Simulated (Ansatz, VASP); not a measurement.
## TiAl in VASP and in Ansatz

INCAR

```
PREC = Accurate
ENCUT = 500
EDIFF = 1E-6
ISMEAR = 0
SIGMA = 0.1
LREAL = False
LASPH = True
NELM = 120
ALGO = Normal
ISIF = 2
LWAVE = False
LCHARG = False
GGA = PE
NBANDS = 14
GGA_COMPAT = False
```

File KPOINTS:

```
Automatic mesh
0
Gamma
  6 6 4
```

Contents of POSCAR:

```
TiAl
1.0
    2.8107520000      0.0000000000      0.0000000000
    0.0000000000      2.8107520000      0.0000000000
    0.0000000000      0.0000000000      4.0664220000
Ti Al
1 1
Direct
    0.5000000000      0.5000000000      0.5000000000
    0.0000000000      0.0000000000      0.0000000000
```

Input for Ansatz:

```yaml
crystal:
  lattice:
    - [2.810752, 0.0, 0.0]
    - [0.0, 2.810752, 0.0]
    - [0.0, 0.0, 4.066422]
  atoms:
    - { symbol: Ti, position: [0.5, 0.5, 0.5] }
    - { symbol: Al, position: [0.0, 0.0, 0.0] }
basis:
  ecutwfc: 420
kpoints:
  mp_grid: { grid: [6, 6, 4] }
hamiltonian:
  xc: pbe
scf:
  occupations: { method: gaussian, width: 0.1 }
output:
  forces: true
  stress: true
  eigenvalues: true
```

Alike in both runs: task single point; functional PBE; k mesh 6 × 6 × 4; occupations gaussian, width 0.1 eV; no spin polarisation.

|  | VASP | Ansatz |
| --- | --- | --- |
| version | VASP 6.6.1 | Ansatz 0.2.0 |
| potentials or method | VASP PAW PBE potentials, release 64 (Ti_sv, Al), cutoff 500 eV | scalar-relativistic, plane waves, PAW |
| valence electrons in the cell | 15 | 15 |

|  | VASP | Ansatz | Ansatz less VASP |
| --- | --- | --- | --- |
| gap on the k mesh at the Fermi level (eV) | none | none | - |
| pressure (GPa) | 1.3 | 1.4 | +0.06 |
| traceless stress, the component that is largest in VASP (GPa) | -0.25 | -0.27 | -0.017 |

A gap of «none» marks a metal or a gap that the smearing closes.

The k mesh is coarse, so the values compare programs but aren't converged.
